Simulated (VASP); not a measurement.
# NbSi53 (a cell with a defect) in VASP: notebook

Runs on NbSi53 (a cell with a defect). Level: PBE. Tasks: single point.

All numbers are computed with VASP 6.6.1; they aren't measurements. Logs are shortened: lines on timing, memory, paths and dates and some standing lists are left out, and cuts for length are marked.

**1. The cell of the first run**

The cell holds a defect, 54 atoms: a = 11.513 Å, b = 11.513 Å, c = 11.513 Å, α = 60.00°, β = 60.00°, γ = 60.00°.

**2. Single point, PBE, collinear spin**

INCAR

```
PREC     = Accurate       # precision mode
ENCUT    = 520            # plane-wave cutoff, eV
EDIFF    = 1E-6           # SCF threshold, eV
ISMEAR   = 0              # smearing method
SIGMA    = 0.05           # smearing width, eV
LREAL    = Auto         
LASPH    = T              # aspherical terms in the spheres
NELM     = 150            # most SCF steps
ALGO     = Normal         # electronic algorithm
ISIF     = 2              # what is computed and relaxed
LWAVE    = F              # write WAVECAR
LCHARG   = T              # write CHGCAR
ISPIN    = 2              # spin polarisation
MAGMOM   = 0.52 0.01 0.01 0.01 0 0.01 0.01 0.01 0 0.01 0 0.01 0 0 0 0.01 0 0 0.01 0.01 0 0.01 0 0 0 0 0 0 0 0 0 0 0 0 0 0 0 0 0 0 0 0 0 0 0 0 0 0 0 0 0 0 0 0 # initial moments
LORBIT   = 11             # projections on sites
LMAXMIX  = 4              # l up to which the mixer works
GGA      = PE             # functional
LELF     = T              # ELF
LVHAR    = T            
NBANDS   = 150            # bands
```

KPOINTS

```
regular mesh
0
Gamma
  1 1 1
```

POSCAR

```
NbSi53
1.0
    0.0000000000      8.1406800000      8.1406800000
    8.1406800000      0.0000000000      8.1406800000
    8.1406800000      8.1406800000      0.0000000000
Nb Si
1 53
Direct
    0.2499394398      0.2505383421      0.2502255701
    0.2515829757      0.2512588855      0.5835156992
    0.2516778196      0.2513175286      0.9142419481
    0.2517357710      0.5829564065      0.2511327537
    0.2500352558      0.5833108573      0.5832456522
    0.2515184403      0.5836222356      0.9135476447
    0.2516822083      0.9138754183      0.2512102232
    0.2517593399      0.9143386879      0.5827188391
    0.2498874490      0.9167390586      0.9166425537
    0.5836237745      0.2510255213      0.2514042820
    0.5836640303      0.2498997397      0.5831986024
    0.5833117857      0.2513288143      0.9141446066
    0.5836383626      0.5831687035      0.2497771818
    0.5837630734      0.5832423760      0.5832990813
    0.5837557316      0.5834541399      0.9164312810
    0.5835948542      0.9139714592      0.2511950224
    0.5838196613      0.9163838494      0.5834457665
    0.5837273775      0.9165103525      0.9164230008
    0.9144648412      0.2510844507      0.2512851753
    0.9142566141      0.2513744207      0.5833846465
    0.9171032646      0.2495702154      0.9167738676
    0.9142592135      0.5834570162      0.2508900047
    0.9166936415      0.5834879917      0.5833679018
    0.9166329327      0.5835124284      0.9164603722
    0.9172432252      0.9164787153      0.2495180493
    0.9167587472      0.9165976329      0.5833458903
    0.9171295349      0.9168464068      0.9164399984
    0.1621662522      0.1614974185      0.1619093177
    0.1616823568      0.1617648738      0.5153601813
    0.1678407973      0.1673432545      0.8327760330
    0.1617021887      0.5156911810      0.1609969346
    0.1663816315      0.5001659124      0.5003072962
    0.1663464536      0.5003503184      0.8330249178
    0.1679523350      0.8322901766      0.1672630505
    0.1664851726      0.8330548187      0.5001188760
    0.1678326627      0.8328718786      0.8319304702
    0.5151002258      0.1615777340      0.1616856383
    0.5006389082      0.1659257202      0.5003820923
    0.5006835105      0.1661029217      0.8329782135
    0.5008215722      0.4999964648      0.1660268369
    0.5003034962      0.4999579926      0.4998864018
    0.5005632701      0.5003634357      0.8330714000
    0.5006856553      0.8329681079      0.1660364316
    0.5008486177      0.8329584273      0.5001475514
    0.5001158294      0.8333082820      0.8333128229
    0.8329827407      0.1671277546      0.1674312026
    0.8334536906      0.1661525538      0.5002668373
    0.8326673561      0.1674340019      0.8326670977
    0.8333809360      0.5001057109      0.1660751166
    0.8334657793      0.5003416812      0.5000948039
    0.8337308099      0.4996496819      0.8333099307
    0.8328265162      0.8326791143      0.1670788508
    0.8337839138      0.8333248100      0.4996337745
    0.8336746867      0.8333731689      0.8332192037
```

Potentials or basis: VASP PAW PBE potentials, release 64 (Nb_sv, Si).

Started as:

```console
$ cat potpaw_PBE.64/Nb_sv/POTCAR potpaw_PBE.64/Si/POTCAR > POTCAR
$ mpirun -np 1 vasp_gam > vasp.out
```

OUTCAR:

```text
PREC = Accurate
   ENCUT = 520
   EDIFF = 1E-6
   ISMEAR = 0
   LREAL = Auto
   LASPH = T
   NELM = 150
   ISIF = 2
   ISPIN = 2
   LORBIT = 11
   GGA = PE

 ion  position               nearest neighbor table
   1  0.250  0.251  0.250-  28 2.49  29 2.49  31 2.49  37 2.49
   2  0.252  0.251  0.584-  29 2.33  32 2.34  38 2.34  30 2.34
   3  0.252  0.251  0.914-  28 2.33  39 2.34  33 2.34  30 2.34
   4  0.252  0.583  0.251-  31 2.33  40 2.34  32 2.34  34 2.34
   5  0.250  0.583  0.583-  32 2.35  35 2.35  33 2.35  41 2.35
   6  0.252  0.584  0.914-  31 2.33  33 2.34  42 2.34  36 2.34
[... 46 lines left out ...]
  53  0.834  0.833  0.500-  23 2.35  26 2.35  17 2.35  25 2.35
  54  0.834  0.833  0.833-  24 2.35  26 2.35  18 2.35  27 2.35

  LATTYP: Found a face centered cubic cell.
 ALAT       =    16.2813600000

  Lattice vectors:

 A1 = (   0.0000000000,   8.1406800000,   8.1406800000)
 A2 = (   8.1406800000,   0.0000000000,   8.1406800000)
 A3 = (   8.1406800000,   8.1406800000,   0.0000000000)

Analysis of symmetry for initial positions (statically):
=====================================================================
 Subroutine PRICEL returns:
 Original cell was already a primitive cell.

 Routine SETGRP: Setting up the symmetry group for a
 face centered cubic supercell.

 Subroutine GETGRP returns: Found  1 space group operations
 (whereof  1 operations were pure point group operations)
 out of a pool of 48 trial point group operations.

The static configuration has the point symmetry C_1 .

Analysis of symmetry for dynamics (positions and initial velocities):
=====================================================================
 Subroutine PRICEL returns:
 Original cell was already a primitive cell.

 Routine SETGRP: Setting up the symmetry group for a
 face centered cubic supercell.

 Subroutine GETGRP returns: Found  1 space group operations
 (whereof  1 operations were pure point group operations)
 out of a pool of 48 trial point group operations.

The dynamic configuration has the point symmetry C_1 .

Analysis of structural, dynamic, and magnetic symmetry:
=====================================================================
 Subroutine PRICEL returns:
 Original cell was already a primitive cell.

 Routine SETGRP: Setting up the symmetry group for a
 face centered cubic supercell.

[... 226 lines left out ...]

 Free energy of the ion-electron system (eV)
  ---------------------------------------------------
  ext. energy  EPLUGINS =         0.00000000
  ---------------------------------------------------
  free energy    TOTEN  =      -280.42245677 eV

  energy without entropy =     -280.37664816  energy(sigma->0) =     -280.39955247

 E-fermi :   5.8996     XC(G=0):  -9.4109

 val. band max:        5.8882613262   @ k =   0.0000   0.0000   0.0000
 cond. band min:       6.3928025719   @ k =   0.0000   0.0000   0.0000
 fundamental gap:      0.5045412458
 Fermi energy:         5.8995833707

 spin component 1

 k-point     1 :       0.0000    0.0000    0.0000
  band No.  band energies     occupation
      1     -48.0117      1.00000
      2     -24.1264      1.00000
      3     -24.1256      1.00000
      4     -24.1154      1.00000
      5      -5.9737      1.00000
      6      -4.6428      1.00000
[... 116 lines left out ...]
    123       7.4670      0.00000
    124       7.5039      0.00000
 Fermi energy:         5.8995833707

 spin component 2

 k-point     1 :       0.0000    0.0000    0.0000
  band No.  band energies     occupation
      1     -48.4352      1.00000
      2     -24.6183      1.00000
      3     -24.6169      1.00000
      4     -24.6125      1.00000
      5      -5.9838      1.00000
      6      -4.6523      1.00000
[... 116 lines left out ...]
    123       7.4402      0.00000
    124       7.4935      0.00000
 [bands above 124 left out]

------------------------ aborting loop because EDIFF is reached ----------------------------------------

  FORCE on cell =-STRESS in cart. coord.  units (eV):
  Direction    XX          YY          ZZ          XY          YZ          ZX
  --------------------------------------------------------------------------------------
  -------------------------------------------------------------------------------------
  Total       29.5984154     29.6396556     29.5838938     -0.0181056     -0.1204231      0.0548374
  in kB       43.9508216     44.0120593     43.9292583     -0.0268851     -0.1788168      0.0814283
  external PRESSURE =      43.9640464 kB  Pullay stress =       0.0000000 kB

 VOLUME and BASIS-vectors are now :
 -----------------------------------------------------------------------------
  energy-cutoff  :      520.00
  volume of cell :     1078.98
      direct lattice vectors                 reciprocal lattice vectors
     0.000000000  8.140680000  8.140680000    -0.061419931  0.061419931  0.061419931
     8.140680000  0.000000000  8.140680000     0.061419931 -0.061419931  0.061419931
     8.140680000  8.140680000  0.000000000     0.061419931  0.061419931 -0.061419931

 POSITION                                       TOTAL-FORCE (eV/Angst)
 -----------------------------------------------------------------------------------
      4.07656      4.07168      4.07423        -0.008897      0.000447      0.000645
      6.79563      6.79827      4.09347        -0.012023     -0.005047     -0.022321
      9.48845      9.49138      4.09472         0.006951      0.002340     -0.020649
      6.79005      4.09369      6.79496         0.004183     -0.007066     -0.007222
      9.49656      6.78347      6.78400        -0.005524      0.013662      0.010821
     12.18798      9.48443      6.79861         0.019484      0.013763     -0.004060
[... 46 lines left out ...]
     10.85119     10.85493     13.57140         0.008375      0.000737     -0.004314
     13.56720     13.56965     13.57090         0.001936     -0.003620     -0.003697
 -----------------------------------------------------------------------------------
    total drift:                                0.028392     -0.019095     -0.029767

  FREE ENERGIE OF THE ION-ELECTRON SYSTEM (eV)
  ---------------------------------------------------
  free  energy   TOTEN  =      -280.4224567707 eV

  energy  without entropy=     -280.3766481646  energy(sigma->0) =     -280.39955247

 total charge

# of ion       s       p       d       tot
------------------------------------------
    1        2.201   5.940   2.662  10.803
    2        0.729   0.978   0.000   1.707
    3        0.729   0.978   0.000   1.707
    4        0.729   0.978   0.000   1.706
    5        0.719   0.986   0.000   1.705
    6        0.729   0.979   0.000   1.707
[... 46 lines left out ...]
   53        0.719   0.987   0.000   1.706
   54        0.719   0.987   0.000   1.706
--------------------------------------------------
tot         40.631  58.040   2.662 101.333

 magnetization (x)

# of ion       s       p       d       tot
------------------------------------------
    1       -0.008  -0.004  -0.617  -0.629
    2       -0.004  -0.002   0.000  -0.007
    3       -0.004  -0.002   0.000  -0.007
    4       -0.004  -0.002   0.000  -0.006
    5        0.000  -0.000   0.000  -0.000
    6       -0.004  -0.002   0.000  -0.006
[... 46 lines left out ...]
   53        0.000  -0.002   0.000  -0.002
   54        0.000  -0.002   0.000  -0.002
--------------------------------------------------
tot         -0.050  -0.065  -0.617  -0.732
```

It took 32 min on 1 thread of Intel Xeon 6975P-C (Granite Rapids), shared host; peak memory 1.7 GiB.

What came out:

```
Free energy                                           : -280.4225 eV
Pressure                                              : 4.4 GPa
Largest force                                         : 0.040 eV/Å
Band gap on the k mesh                                : 0.50 eV
Net moment                                            : -1.46 μB per cell
Site moments                                          : Nb -0.63; Si -0.01, -0.00, +0.01 μB
Valence electrons inside the program's atomic spheres : Nb 10.80; Si 1.71, 1.70, 1.74
```

Forces on the atoms (eV/Å):
```
Nb  -0.009  0.000  0.001
Si  -0.012 -0.005 -0.022
Si   0.007  0.002 -0.021
Si   0.004 -0.007 -0.007
Si  -0.006  0.014  0.011
Si   0.019  0.014 -0.004
Si   0.005 -0.021  0.012
Si   0.004 -0.007  0.000
Si  -0.005  0.008  0.009
Si  -0.027 -0.010 -0.004
Si   0.002 -0.002 -0.003
Si   0.003  0.017  0.003
Si   0.012  0.004 -0.001
Si  -0.003 -0.013 -0.011
Si  -0.006  0.003 -0.004
Si   0.003 -0.013  0.019
Si  -0.006 -0.004 -0.001
Si  -0.001 -0.001  0.000
Si  -0.015  0.006  0.012
Si  -0.011  0.003 -0.002
Si  -0.001  0.002 -0.002
Si   0.004  0.019  0.001
Si  -0.006  0.008 -0.001
Si  -0.009  0.006  0.001
Si   0.004 -0.003  0.004
Si  -0.010  0.002  0.000
Si   0.001  0.000 -0.004
Si  -0.024 -0.023 -0.019
Si   0.019  0.030 -0.017
Si   0.001 -0.008 -0.010
Si   0.019 -0.024  0.025
Si  -0.023 -0.018  0.005
Si   0.003  0.018 -0.009
Si   0.000 -0.010 -0.008
Si   0.020 -0.002  0.022
Si   0.015  0.004 -0.010
Si  -0.019  0.028  0.020
Si   0.000 -0.020  0.002
Si   0.025  0.008 -0.004
Si   0.000 -0.010 -0.024
Si   0.005 -0.007 -0.007
Si   0.000  0.008 -0.021
Si   0.019 -0.001  0.008
Si   0.016 -0.020  0.007
Si   0.003  0.000 -0.001
Si  -0.001 -0.001 -0.001
Si  -0.002  0.009  0.025
Si   0.000  0.002  0.005
Si  -0.007  0.021  0.012
Si  -0.025  0.003  0.016
Si   0.007 -0.010  0.003
Si  -0.005  0.006  0.005
Si   0.008  0.001 -0.004
Si   0.002 -0.004 -0.004
```

Caveat: the k points lie up to 0.67 Å⁻¹ apart.

**3. Single point, PBE, collinear spin**

INCAR

```
SYSTEM = NbSi53
  ALGO = Normal
  EDIFF = 1E-7
  ENCUT = 520
  GGA = PE
  ISIF = 2
  ISMEAR = 0
  ISPIN = 2
  LASPH = .TRUE.
  LCHARG = .TRUE.
  LELF = .TRUE.
  LMAXMIX = 4
  LORBIT = 11
  LREAL = Auto
  LVHAR = .TRUE.
  LWAVE = .FALSE.
  MAGMOM = 0.52 0 0 0 0 0 0 0 0 0 0 0 0 0 0 0 0 0 0 0 0 0 0 0 0 0 0 0.2 0.2 0 0.2 0 0 0 0 0 0.2 0 0 0 0 0 0 0 0 0 0 0 0 0 0 0 0 0
  NBANDS = 150
  NELECT = 224.0
  NELM = 150
  PREC = Accurate
  SIGMA = 0.05
```

KPOINTS

```
k-points
0
G
  1 1 1
  0 0 0
```

POSCAR is that of step 2.

Potentials or basis: VASP PAW PBE potentials, release 64 (Nb_sv, Si).

Started as:

```console
$ cat potpaw_PBE.64/Nb_sv/POTCAR potpaw_PBE.64/Si/POTCAR > POTCAR
$ mpirun -np 1 vasp_gam > vasp.out
```

It took 44 min on 1 thread of Intel Xeon 6975P-C (Granite Rapids), shared host; peak memory 1.8 GiB.

Results (log left out):

* Free energy: -286.2395 eV
* Largest force: 0.169 eV/Å
* Net moment: 0.00 μB per cell
* Valence electrons inside the program's atomic spheres: Nb 10.76; Si 1.70, 1.74

Forces in eV/Å, atoms in the order of the input:
```
Nb  -0.003  0.001  0.003
Si   0.007  0.011  0.086
Si  -0.010 -0.019  0.089
Si   0.023  0.097  0.010
Si  -0.023  0.030  0.028
Si  -0.082 -0.003  0.014
Si  -0.014  0.087 -0.010
Si  -0.098  0.010 -0.018
Si  -0.016  0.019  0.021
Si   0.084  0.009  0.018
Si   0.023 -0.025  0.018
Si  -0.014 -0.090  0.024
Si   0.032  0.022 -0.022
Si  -0.020 -0.030 -0.029
Si  -0.001  0.001  0.018
Si  -0.014  0.007 -0.089
Si  -0.001  0.016  0.000
Si  -0.017 -0.002  0.000
Si   0.097 -0.017 -0.009
Si   0.009 -0.103 -0.020
Si   0.013 -0.013  0.011
Si   0.022  0.003 -0.104
Si   0.020  0.006  0.000
Si  -0.004 -0.017  0.002
Si   0.018  0.009 -0.009
Si  -0.005  0.001 -0.021
Si  -0.010 -0.013 -0.016
Si  -0.093 -0.084 -0.084
Si   0.085  0.104 -0.093
Si   0.000 -0.006 -0.119
Si   0.089 -0.103  0.101
Si  -0.008 -0.030 -0.009
Si   0.013  0.002 -0.025
Si  -0.002 -0.117 -0.008
Si   0.030 -0.015  0.004
Si   0.123  0.004 -0.009
Si  -0.093  0.094  0.083
Si  -0.019 -0.002 -0.015
Si   0.006  0.025 -0.021
Si  -0.018 -0.023 -0.006
Si   0.004 -0.006 -0.007
Si   0.010  0.022 -0.003
Si   0.000 -0.017  0.023
Si   0.026 -0.002  0.021
Si   0.003 -0.002 -0.004
Si  -0.109  0.000 -0.001
Si  -0.020  0.024  0.007
Si  -0.001  0.110  0.004
Si  -0.026  0.005  0.026
Si  -0.009  0.017  0.028
Si  -0.001 -0.003 -0.002
Si  -0.006  0.005  0.115
Si   0.000 -0.002  0.000
Si   0.002  0.001  0.000
```

Levels at points of the mesh, in eV from the Fermi level:
Spin up:
| k point | band 108 | band 109 | band 110 | band 111 | band 112 | band 113 | band 114 | band 115 | band 116 | band 117 |
| --- | --- | --- | --- | --- | --- | --- | --- | --- | --- | --- |
| (0.00, 0.00, 0.00) | -0.78 | -0.78 | -0.05 | -0.05 | -0.04 | 0.04 | 0.04 | 0.88 | 0.96 | 0.96 |
Spin down:
```csv
k point,band 109,band 110,band 111,band 112,band 113,band 114,band 115,band 116
"(0.00, 0.00, 0.00)",-0.78,-0.05,-0.05,-0.04,0.04,0.04,0.88,0.96
```

Caveat: the k points lie up to 0.67 Å⁻¹ apart; the cell carries a net charge on a neutralising background, which shifts energy and pressure; the cell is charged against a uniform background, so pressure and absolute levels hang on convention.
